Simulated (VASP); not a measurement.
Set up this calculation in VASP 6.6.1, as the native input.

| Quantity | Value |
| --- | --- |
| Task | relaxation of cell and atoms |
| Functional | PBE |
| Potentials or basis | VASP PAW PBE potentials, release 64 (Ti_sv, H) |
| Cutoff | 600 eV |
| k mesh | 12 × 12 × 12 |
| Occupations | gaussian, width 0.1 eV |
| Spin | no spin polarisation |
| Dipole correction | no |
| Further INCAR settings | ALGO = Normal; EDIFF = 1e-06; IBRION = 2; EDIFFG = -0.01; NSW = 100; ISIF = 3 |

The structure of TiH4 lies in POSCAR:

```
TiH4
1.0
    1.7420798300     -2.7699219607      0.0000000000
    1.7420798300      2.7699219607      0.0000000000
    0.0000000000      0.0000000000      3.3000335636
Ti H
1 4
Direct
    0.5000000000      0.5000000000      0.5000000000
    0.8418348228      0.1581651772      0.5000000000
    0.2746759148      0.2746759148      0.0000000000
    0.7253240852      0.7253240852      0.0000000000
    0.1581651772      0.8418348228      0.5000000000
```

The input as run:

INCAR

```
SYSTEM = TiH4
PREC     = Accurate       ! precision mode
ENCUT    = 600            ! plane-wave cutoff, eV
EDIFF    = 1E-6           ! SCF threshold, eV
ISMEAR   = 0              ! smearing method
SIGMA    = 0.1            ! smearing width, eV
LREAL    = .False.        ! projectors in reciprocal space
LASPH    = .True.         ! aspherical terms in the spheres
NELM     = 100            ! most SCF steps
ALGO     = Normal         ! electronic algorithm
ISIF     = 3              ! what is computed and relaxed
LWAVE    = .False.        ! write WAVECAR
LCHARG   = .False.        ! write CHGCAR
GGA      = PE             ! functional
IBRION   = 2              ! ionic algorithm
NSW      = 100            ! ionic steps
EDIFFG   = -0.01          ! ionic threshold
```

KPOINTS

```
regular mesh
0
Gamma
  12 12 12
  0 0 0
```

Potentials or basis: VASP PAW PBE potentials, release 64 (Ti_sv, H).

Command:

```bash
$ cat potpaw_PBE.64/Ti_sv/POTCAR potpaw_PBE.64/H/POTCAR > POTCAR
$ mpirun -np 1 vasp_std > vasp.out
```

Results of the run:

| Quantity | Value |
| --- | --- |
| Relaxed volume | 6.38 Å³/atom |
| Relaxed cell | a = 3.272 Å, b = 3.272 Å, c = 3.343 Å, α = 90.00°, β = 90.00°, γ = 117.00° |
| Space group after relaxing (to 0.05 Å) | Cmmm (No. 65) |
| Energy gained by relaxing | 1.7 meV/atom |
| Ionic steps | 7 |
| Pressure after relaxing | 0.0 GPa |
| Largest force after relaxing | 0.005 eV/Å |
| Band gap on the k mesh | zero (band 8 reaches 5.60 eV, above the bottom of band 9 at 3.10 eV) |

Run time: 8.8 min on 1 thread of Intel(R) Xeon(R) Platinum 8488C (Sapphire Rapids), on a shared host, peak memory 0.29 GiB.
